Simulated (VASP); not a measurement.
A run of VASP 6.6.1 is set up as follows.

The input INCAR:

```
PREC = Accurate
ENCUT = 520
EDIFF = 1E-6
ISMEAR = 0
SIGMA = 0.05
LREAL = False
LASPH = True
NELM = 100
ALGO = Normal
ISIF = 2
LWAVE = False
LCHARG = False
GGA = PE
NBANDS = 16
```

KPOINTS

```
Automatic mesh
0
Gamma
  9 9 6
```

File POSCAR:

```
MgO
1.0
    3.6622000000      0.0000000000      0.0000000000
   -1.8311000000      3.1715582337      0.0000000000
    0.0000000000      0.0000000000      4.1122000000
Mg O
2 2
Direct
    0.6666666667      0.3333333333      0.7500000000
    0.3333333333      0.6666666667      0.2500000000
    0.6666666667      0.3333333333      0.2500000000
    0.3333333333      0.6666666667      0.7500000000
```

Potentials or basis: VASP PAW PBE potentials, release 64 (Mg, O).

Launch:

```sh
$ cat potpaw_PBE.64/Mg/POTCAR potpaw_PBE.64/O/POTCAR > POTCAR
$ mpirun -np 1 vasp_std > vasp.out
```

(1) Estimate the band gap on the k mesh.

(2) Estimate the pressure.

Answers

(1) 3.14 eV, direct.

(2) -4.6 GPa.
